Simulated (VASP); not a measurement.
Crystal: Zr.

```
CELL_PARAMETERS angstrom
3.16602 0.00000 0.00000
-1.58301 2.74186 0.00000
0.00000 0.00000 5.04193
ATOMIC_POSITIONS crystal
Zr 0.66667 0.33333 0.75000
Zr 0.33333 0.66667 0.25000
```

This cell differs from its parent crystal: volume scaled by 0.94.

Base run:

* Program: VASP 6.6.1
* Functional: PBE
* Potentials or basis: VASP PAW PBE potentials, release 64 (Zr_sv)
* Cutoff: 520 eV
* k mesh: 9 × 9 × 5
* Occupations: fermi-dirac, width 0.05 eV
* Spin: no spin polarisation

Its results: band gap on the k mesh zero (band 12 reaches 10.57 eV, above the bottom of band 13 at 9.47 eV); pressure 7.0 GPa.

Question: The run is repeated on the same cell with these changes: functional from PBE to r2SCAN. What comes out?

Answer: Band gap on the k mesh zero (band 12 reaches 10.73 eV, above the bottom of band 13 at 9.45 eV); pressure 7.6 GPa.

Caveats: the PAW data sets were made with another functional, which shifts forces and pressure a little (some runs).
